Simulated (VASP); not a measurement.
Write the native input for VASP 6.6.1 that does the following.

- Task: single point
- Functional: PBE
- Potentials or basis: VASP PAW PBE potentials, release 64 (Si, O)
- Cutoff: 520 eV
- k mesh: 6 × 6 × 6
- Occupations: gaussian, width 0.1 eV
- Spin: no spin polarisation
- Dipole correction: no
- Further INCAR settings: ALGO = Normal; EDIFF = 1e-07; NBANDS = 19

The structure of Si4O lies in POSCAR:

```
Si4O
1.0
   -1.9979617547      1.9979617547      4.7139500686
    1.9979617547     -1.9979617547      4.7139500686
    1.9979617547      1.9979617547     -4.7139500686
Si O
4 1
Direct
    0.6580982564      0.6580982564      0.0000000000
    0.5000000000      0.0000000000      0.5000000000
    0.0000000000      0.5000000000      0.5000000000
    0.3419017436      0.3419017436      0.0000000000
    0.0000000000      0.0000000000      0.0000000000
```

The cell was built from a structure type or drawn by symmetry, and may not be a known phase.

These files were run (other wordings do the same):

INCAR

```
SYSTEM = Si4O
PREC = Accurate ; ENCUT = 520
EDIFF = 1E-7 ; ISMEAR = 0
SIGMA = 0.1 ; LREAL = .False.
LASPH = .True. ; NELM = 80
ALGO = Normal ; ISIF = 2
LWAVE = .False. ; LCHARG = .True.
GGA = PE ; LELF = .True.
LVHAR = .True. ; NBANDS = 19
```

KPOINTS

```
regular mesh
0
Gamma
  6 6 6
  0 0 0
```

Potentials or basis: VASP PAW PBE potentials, release 64 (Si, O).

Launch:

```sh
$ cat potpaw_PBE.64/Si/POTCAR potpaw_PBE.64/O/POTCAR > POTCAR
$ mpirun -np 1 vasp_std > vasp.out
```

Results of the run:

```
Pressure               : 0.0 GPa
Largest force          : 0.016 eV/Å
Band gap on the k mesh : zero (bands 11 and 12 overlap by 1.45 eV)
```

Wall time 36 s on 1 thread of Intel(R) Xeon(R) 6975P-C (Granite Rapids), with other jobs on the host, peak memory 0.25 GiB.
